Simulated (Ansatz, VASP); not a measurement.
**SiO2 in VASP and in Ansatz**

```xyz
12
Lattice="4.9890 0.0000 0.0000 0.0000 4.9890 0.0000 0.0000 0.0000 6.9910" Properties=species:S:1:pos:R:3 pbc="T T T"
Si    1.5108    1.5108    0.0000
Si    0.9837    4.0053    1.7477
Si    3.4782    3.4782    3.4955
Si    4.0053    0.9837    5.2432
O     1.1860    0.5585    1.2766
O     1.9360    3.6805    3.0243
O     3.8030    4.4305    4.7721
O     3.0530    1.3085    6.5198
O     3.6805    1.9360    3.9667
O     4.4305    3.8030    2.2189
O     1.3085    3.0530    0.4712
O     0.5585    1.1860    5.7144
```

Alike in both runs: functional PBE; k mesh 4 × 4 × 3; occupations fermi-dirac, width 0.02 eV; no spin polarisation.

Ansatz relaxed the structure, and its values are those at the end. VASP's run is a single point on that final structure, the one shown.

```csv
,VASP,Ansatz
version,VASP 6.6.1,Ansatz 0.2.0
potentials or method,"VASP PAW PBE potentials, release 64 (Si, O)","plane-wave PAW, scalar-relativistic"
plane-wave cutoff (eV),520,420
valence electrons in the cell,64,64
```

```csv
,VASP,Ansatz,Ansatz less VASP
gap on the k mesh at the Fermi level (eV),5.60,5.60,0.000
pressure (GPa),1.1,0.9,-0.11
rms of the force components (eV/Å),0.010,0.003,-0.0072
```

Ansatz's warnings: stress scf threshold loose.
